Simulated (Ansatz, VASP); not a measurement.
## BaZrO3 in VASP and in Ansatz

INCAR

```
SYSTEM = BaZrO3
PREC = Accurate
ENCUT = 520
EDIFF = 1E-6
ISMEAR = 0
SIGMA = 0.05
LREAL = .False.
LASPH = .True.
NELM = 80
ALGO = Normal
ISIF = 2
LWAVE = .False.
LCHARG = .False.
GGA = PE
NBANDS = 28
```

KPOINTS

```
regular mesh
0
Gamma
  8 8 8
  0 0 0
```

File POSCAR:

```
BaZrO3
1.0
    4.1712378073      0.0000000000      0.0000000000
    0.0000000000      4.1712378073      0.0000000000
    0.0000000000      0.0000000000      4.1712378073
Ba Zr O
1 1 3
Direct
    0.0000000000      0.0000000000      0.0000000000
    0.5000000000      0.5000000000      0.5000000000
    0.0000000000      0.5000000000      0.5000000000
    0.5000000000      0.5000000000      0.0000000000
    0.5000000000      0.0000000000      0.5000000000
```

Input for Ansatz:

```yaml
crystal:
  lattice:
    - [4.1712378073, 0.0, 0.0]
    - [0.0, 4.1712378073, 0.0]
    - [0.0, 0.0, 4.1712378073]
  atoms:
    - { symbol: Ba, position: [0.0, 0.0, 0.0] }
    - { symbol: Zr, position: [0.5, 0.5, 0.5] }
    - { symbol: O, position: [0.0, 0.5, 0.5] }
    - { symbol: O, position: [0.5, 0.5, 0.0] }
    - { symbol: O, position: [0.5, 0.0, 0.5] }
basis:
  ecutwfc: 420
  ecutrho_ratio: 4
kpoints:
  mp_grid: { grid: [8, 8, 8] }
hamiltonian:
  xc: pbe
scf:
  occupations: { method: gaussian, width: 0.05 }
output:
  forces: true
  stress: true
  eigenvalues: true
```

Alike in both runs: task single point; functional PBE; k mesh 8 × 8 × 8; occupations gaussian, width 0.05 eV; no spin polarisation.

|  | VASP | Ansatz |
| --- | --- | --- |
| version | VASP 6.6.1 | Ansatz 0.2.0 |
| potentials or method | VASP PAW PBE potentials, release 64 (Ba_sv, Zr_sv, O), cutoff 520 eV | scalar-relativistic, plane waves, PAW |
| valence electrons in the cell | 40 | 40 |

```csv
,VASP,Ansatz,Ansatz less VASP
gap on the k mesh at the Fermi level (eV),3.22,3.27,+0.053
least direct gap on the mesh (eV),3.43,3.45,+0.023
pressure (GPa),7.6,6.5,-1.12
```

Neither program's run includes spin-orbit coupling.
